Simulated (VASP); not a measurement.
# CoSi2 (Fm-3m) in VASP: notebook

Runs on CoSi2. Level: r2SCAN. Tasks: single point.

Everything below comes from runs of VASP 6.6.1. Logs are shortened: lines on timing, memory, paths and dates and some standing lists are left out, and cuts for length are marked.

## 1. The cell of the first run

It takes space group Fm-3m (No. 225, cubic). Conventional cell: a = 5.356 Å, b = 5.356 Å, c = 5.356 Å, α = 90.00°, β = 90.00°, γ = 90.00°. Within 3.1 Å of Co (site symmetry m-3m) lie 8 Si at 2.32 Å. Si (site symmetry -43m) has 4 Co at 2.32 Å and 6 Si at 2.68 Å within 3.1 Å.

## 2. Single point, r2SCAN, collinear spin, ferromagnetic start

POSCAR

```
CoSi2
1.0
    0.0000000000      2.6780000000      2.6780000000
    2.6780000000      0.0000000000      2.6780000000
    2.6780000000      2.6780000000      0.0000000000
Co Si
1 2
Direct
    0.0000000000      0.0000000000      0.0000000000
    0.7500000000      0.7500000000      0.7500000000
    0.2500000000      0.2500000000      0.2500000000
```

INCAR.step1

```
ALGO     = Normal         # electronic algorithm
EDIFF    = 1E-4           # SCF threshold, eV
ENCUT    = 520            # plane-wave cutoff, eV
GGA      = PE             # functional
ISMEAR   = -1             # smearing method
ISPIN    = 2              # spin polarisation
LASPH    = True           # aspherical terms in the spheres
LCHARG   = False          # write CHGCAR
LMAXMIX  = 4              # l up to which the mixer works
LREAL    = False          # projectors in reciprocal space
LWAVE    = True           # write WAVECAR
MAGMOM   = 2 0 0          # initial moments
NBANDS   = 20             # bands
NELM     = 150            # most SCF steps
PREC     = Accurate       # precision mode
SIGMA    = 0.05           # smearing width, eV
```

INCAR.step2

```
ALGO     = Normal         # electronic algorithm
EDIFF    = 1E-7           # SCF threshold, eV
ENCUT    = 520            # plane-wave cutoff, eV
ISIF     = 2              # what is computed and relaxed
ISMEAR   = -1             # smearing method
ISPIN    = 2              # spin polarisation
ISTART   = 1            
LASPH    = True           # aspherical terms in the spheres
LCHARG   = False          # write CHGCAR
LMAXMIX  = 4              # l up to which the mixer works
LMIXTAU  = True         
LORBIT   = 11             # projections on sites
LREAL    = False          # projectors in reciprocal space
LWAVE    = False          # write WAVECAR
MAGMOM   = 2 0 0          # initial moments
METAGGA  = R2SCAN         # meta-GGA
NBANDS   = 20             # bands
NELM     = 150            # most SCF steps
PREC     = Accurate       # precision mode
SIGMA    = 0.05           # smearing width, eV
```

KPOINTS

```
k-points
0
Gamma
  9 9 9
```

Potentials or basis: VASP PAW PBE potentials, release 64 (Co, Si).

Started as:

```sh
$ cat potpaw_PBE.64/Co/POTCAR potpaw_PBE.64/Si/POTCAR > POTCAR
$ cp INCAR.step1 INCAR
$ mpirun -np 1 vasp_std > vasp.out
$ cp INCAR.step2 INCAR
$ mpirun -np 1 vasp_std > vasp.out
```

OUTCAR:

```text
EDIFF = 1E-7
   ENCUT = 520
   ISIF = 2
   ISMEAR = -1
   ISPIN = 2
   ISTART = 1
   LASPH = True
   LORBIT = 11
   LREAL = False
   METAGGA = R2SCAN
   NELM = 150
   PREC = Accurate

 ion  position               nearest neighbor table
   1  0.000  0.000  0.000-   2 2.32   3 2.32   2 2.32   2 2.32   3 2.32   2 2.32   3 2.32   3 2.32

   2  0.750  0.750  0.750-   1 2.32   1 2.32   1 2.32   1 2.32   3 2.68   3 2.68   3 2.68   3 2.68
                             3 2.68   3 2.68
   3  0.250  0.250  0.250-   1 2.32   1 2.32   1 2.32   1 2.32   2 2.68   2 2.68   2 2.68   2 2.68
                             2 2.68   2 2.68

  LATTYP: Found a face centered cubic cell.
 ALAT       =     5.3560000000

  Lattice vectors:

 A1 = (   0.0000000000,   2.6780000000,   2.6780000000)
 A2 = (   2.6780000000,   0.0000000000,   2.6780000000)
 A3 = (   2.6780000000,   2.6780000000,   0.0000000000)

Analysis of symmetry for initial positions (statically):
=====================================================================
 Subroutine PRICEL returns:
 Original cell was already a primitive cell.

 Routine SETGRP: Setting up the symmetry group for a
 face centered cubic supercell.

 Subroutine GETGRP returns: Found 48 space group operations
 (whereof 48 operations were pure point group operations)
 out of a pool of 48 trial point group operations.

The static configuration has the point symmetry O_h .

Analysis of symmetry for dynamics (positions and initial velocities):
=====================================================================
 Subroutine PRICEL returns:
 Original cell was already a primitive cell.

 Routine SETGRP: Setting up the symmetry group for a
 face centered cubic supercell.

 Subroutine GETGRP returns: Found 48 space group operations
 (whereof 48 operations were pure point group operations)
 out of a pool of 48 trial point group operations.

The dynamic configuration has the point symmetry O_h .

Analysis of structural, dynamic, and magnetic symmetry:
=====================================================================
 Subroutine PRICEL returns:
 Original cell was already a primitive cell.

 Routine SETGRP: Setting up the symmetry group for a
 face centered cubic supercell.

 Subroutine GETGRP returns: Found 48 space group operations
 (whereof 48 operations were pure point group operations)
 out of a pool of 48 trial point group operations.

The overall configuration has the point symmetry O_h .

 Subroutine INISYM returns: Found 48 space group operations
 (whereof 48 operations are pure point group operations),
 and found     1 'primitive' translations

----------------------------------------------------------------------------------------

                                     Primitive cell

  volume of cell :      38.4115

  direct lattice vectors                    reciprocal lattice vectors
     0.000000000  2.678000000  2.678000000    -0.186706497  0.186706497  0.186706497
     2.678000000  0.000000000  2.678000000     0.186706497 -0.186706497  0.186706497
     2.678000000  2.678000000  0.000000000     0.186706497  0.186706497 -0.186706497

  length of vectors
     3.787263920  3.787263920  3.787263920     0.323385140  0.323385140  0.323385140

  position of ions in fractional coordinates (direct lattice)
     0.000000000  0.000000000  0.000000000
     0.750000000  0.750000000  0.750000000
     0.250000000  0.250000000  0.250000000

  ion indices of the primitive-cell ions
   primitive index   ion index
                 1           1
                 2           2
                 3           3

----------------------------------------------------------------------------------------

 KPOINTS: k-points

Automatic generation of k-mesh.
 Grid dimensions read from file:
 generate k-points for:    9    9    9

 Generating k-lattice:

  Cartesian coordinates                     Fractional coordinates (reciprocal lattice)
    -0.020745166  0.020745166  0.020745166     0.111111111  0.000000000  0.000000000
     0.020745166 -0.020745166  0.020745166     0.000000000  0.111111111  0.000000000
     0.020745166  0.020745166 -0.020745166     0.000000000  0.000000000  0.111111111

  Length of vectors
     0.035931682  0.035931682  0.035931682

  Shift w.r.t. Gamma in fractional coordinates (k-lattice)
     0.000000000  0.000000000  0.000000000

 Subroutine IBZKPT returns following result:
 ===========================================

 Found     35 irreducible k-points:

 Following reciprocal coordinates:
            Coordinates               Weight
  0.000000  0.000000  0.000000      1.000000
  0.111111  0.000000  0.000000      8.000000
  0.222222  0.000000  0.000000      8.000000
  0.333333  0.000000  0.000000      8.000000
  0.444444  0.000000  0.000000      8.000000
  0.111111  0.111111  0.000000      6.000000
[... 16 lines left out ...]
 -0.333333  0.333333  0.000000     12.000000
  0.444444  0.444444  0.000000      6.000000
 [... further k-points ...]
   k-points           NKPTS =     35   k-points in BZ     NKDIM =     35   number of bands    NBANDS=     20
   number of dos      NEDOS =    301   number of ions     NIONS =      3
   total plane-waves  NPLWV =  21952
   dimension x,y,z NGX =    28 NGY =   28 NGZ =   28
   dimension x,y,z NGXF=    56 NGYF=   56 NGZF=   56
   ions per type =               1   2
   NGX,Y,Z   is equivalent  to a cutoff of  12.29, 12.29, 12.29 a.u.
   NGXF,Y,Z  is equivalent  to a cutoff of  24.58, 24.58, 24.58 a.u.
 SYSTEM =  unknown system
   PREC   = accura    normal or accurate (medium, high low for compatibility)
   ISTART =      1    job   : 0-new  1-cont  2-samecut
   ICHARG =      0    charge: 1-file 2-atom 10-const
   ISPIN  =      2    spin polarized calculation?
   LNONCOLLINEAR =      F non collinear calculations
   LSORBIT =      F    spin-orbit coupling
   LASPH  =      T    aspherical Exc in radial PAW
   ENCUT  =  520.0 eV  38.22 Ry    6.18 a.u.   7.04  7.04  7.04*2*pi/ulx,y,z
   NELM   =    150;   NELMIN=  2; NELMDL=  0     # of ELM steps
   EDIFF  = 0.1E-06   stopping-criterion for ELM
   LREAL  =      F    real-space projection
   EDIFFG = 0.1E-05   stopping-criterion for IOM
   NSW    =      0    number of steps for IOM
   IBRION =     -1    ionic relax: 0-MD 1-quasi-New 2-CG
   NFREE  =      0    steps in history (QN), initial steepest desc. (CG)
   ISIF   =      2    stress and relaxation
   ISYM   =      2    0-nonsym 1-usesym 2-fastsym
   POTIM  = 0.5000    time-step for ionic-motion
   TEBEG  =    0.0;   TEEND  =   0.0 temperature during run
   PSTRESS=    0.0 pullay stress
   NELECT =      17.0000    total number of electrons
   NUPDOWN=      -1.0000    fix difference up-down
   EMIN   =  10.00;   EMAX   =-10.00  energy-range for DOS
[... 5 lines left out ...]
     AMIX     =   0.40;   BMIX     =  1.00
     AMIX_MAG =   1.60;   BMIX_MAG =  1.00
  volume/ion in A,a.u.               =      12.80        86.40
  Fermi-wavevector in a.u.,A,eV,Ry     =   1.247586  2.357596 21.177078  1.556471
  Thomas-Fermi vector in A             =   2.381712
   LORBIT       =     11    0 simple, 1 ext, 2 COOP (PROOUT), +10 PAW based schemes
   METAGGA = R2SCAN    functional components
   LHFCALC =     F    Hartree Fock is set to
   AEXX    =    0.0000 exact exchange contribution
   IVDW    =     0    specifies the selected vdW correction
   LEPSILON=     F    determine dielectric tensor
   LRPA    =     F    only Hartree local field effects (RPA)
 spin polarized calculation
  energy-cutoff  :      520.00
  volume of cell :       38.41
 maximum number of plane-waves:      1044
   NGX = 15   NGY = 15   NGZ = 15

 number of electron      16.9999995 magnetization       0.0000078

 number of electron      16.9999995 magnetization      -0.0000009

 Free energy of the ion-electron system (eV)
  ---------------------------------------------------
  ext. energy  EPLUGINS =         0.00000000
  ---------------------------------------------------
  free energy    TOTEN  =       -31.99490277 eV

  energy without entropy =      -31.98535391  energy(sigma->0) =      -31.99012834

 E-fermi :   9.9846     XC(G=0): -12.5423

 val. band max:        9.9051333498   @ k =   0.2222   0.1111   0.0000
 cond. band min:       9.9913832925   @ k =  -0.2222   0.1111   0.0000
 fundamental gap:      0.0862499427
 Fermi energy:         9.9845579592

 spin component 1

 k-point     1 :       0.0000    0.0000    0.0000
  band No.  band energies     occupation
      1      -3.7876      1.00000
      2       5.7435      1.00000
      3       5.7435      1.00000
      4       5.7435      1.00000
      5       7.9855      1.00000
      6       7.9855      1.00000
[... 12 lines left out ...]
     19      21.3668      0.00000
     20      26.1511      0.00000
[... 507 lines left out ...]
 k-point    24 :       0.4444    0.4444    0.0000
  band No.  band energies     occupation
      1       0.0766      1.00000
      2       2.9577      1.00000
      3       3.4115      1.00000
      4       6.0715      1.00000
      5       6.0715      1.00000
      6       8.0632      1.00000
[... 12 lines left out ...]
     19      25.8724      0.00000
     20      26.1056      0.00000

 [... further k-points ...]

 spin component 2

 k-point     1 :       0.0000    0.0000    0.0000
  band No.  band energies     occupation
      1      -3.7876      1.00000
      2       5.7435      1.00000
      3       5.7435      1.00000
      4       5.7435      1.00000
      5       7.9855      1.00000
      6       7.9855      1.00000
[... 12 lines left out ...]
     19      21.3668      0.00000
     20      26.1511      0.00000
[... 507 lines left out ...]
 k-point    24 :       0.4444    0.4444    0.0000
  band No.  band energies     occupation
      1       0.0766      1.00000
      2       2.9577      1.00000
      3       3.4115      1.00000
      4       6.0715      1.00000
      5       6.0715      1.00000
      6       8.0632      1.00000
[... 12 lines left out ...]
     19      25.8724      0.00000
     20      26.1056      0.00000

 [... further k-points ...]
[... 5 lines left out ...]
  --------------------------------------------------------------------------------------
  -------------------------------------------------------------------------------------
  Total       -1.0467656     -1.0467656     -1.0467656      0.0000000     -0.0000000      0.0000000
  in kB      -43.6614651    -43.6614651    -43.6614651      0.0000000     -0.0000000      0.0000000
  external PRESSURE =     -43.6614651 kB  Pullay stress =       0.0000000 kB

 VOLUME and BASIS-vectors are now :
 -----------------------------------------------------------------------------
  energy-cutoff  :      520.00
  volume of cell :       38.41
      direct lattice vectors                 reciprocal lattice vectors
     0.000000000  2.678000000  2.678000000    -0.186706497  0.186706497  0.186706497
     2.678000000  0.000000000  2.678000000     0.186706497 -0.186706497  0.186706497
     2.678000000  2.678000000  0.000000000     0.186706497  0.186706497 -0.186706497

 POSITION                                       TOTAL-FORCE (eV/Angst)
 -----------------------------------------------------------------------------------
      0.00000      0.00000      0.00000         0.000000      0.000000     -0.000000
      4.01700      4.01700      4.01700        -0.000000     -0.000000     -0.000000
      1.33900      1.33900      1.33900         0.000000      0.000000      0.000000
 -----------------------------------------------------------------------------------
    total drift:                               -0.000000     -0.000000      0.000000

  FREE ENERGIE OF THE ION-ELECTRON SYSTEM (eV)
  ---------------------------------------------------
  free  energy   TOTEN  =       -31.9949027669 eV

  energy  without entropy=      -31.9853539082  energy(sigma->0) =      -31.99012834

 total charge

# of ion       s       p       d       tot
------------------------------------------
    1        0.561   0.759   7.598   8.918
    2        0.708   0.887   0.000   1.595
    3        0.708   0.887   0.000   1.595
--------------------------------------------------
tot          1.977   2.533   7.598  12.109

 magnetization (x)

# of ion       s       p       d       tot
------------------------------------------
    1       -0.000  -0.000  -0.000  -0.000
    2        0.000   0.000   0.000   0.000
    3        0.000   0.000   0.000   0.000
--------------------------------------------------
tot         -0.000  -0.000  -0.000  -0.000
```

Wall time 2.3 min (1 thread of AMD EPYC 9R45 (Zen 5), shared host); peak memory 0.18 GiB.

Results:

```
Free energy                                           : -31.9949 eV
Pressure                                              : -4.4 GPa
Net moment                                            : 0.00 μB per cell
Valence electrons inside the program's atomic spheres : Co 8.92; Si 1.59
```

Caveat: the starting moments collapsed, and a magnetic state may lie lower; the PAW data sets were made with another functional, which shifts forces and pressure a little.

(Continued in part 2 of 3.)
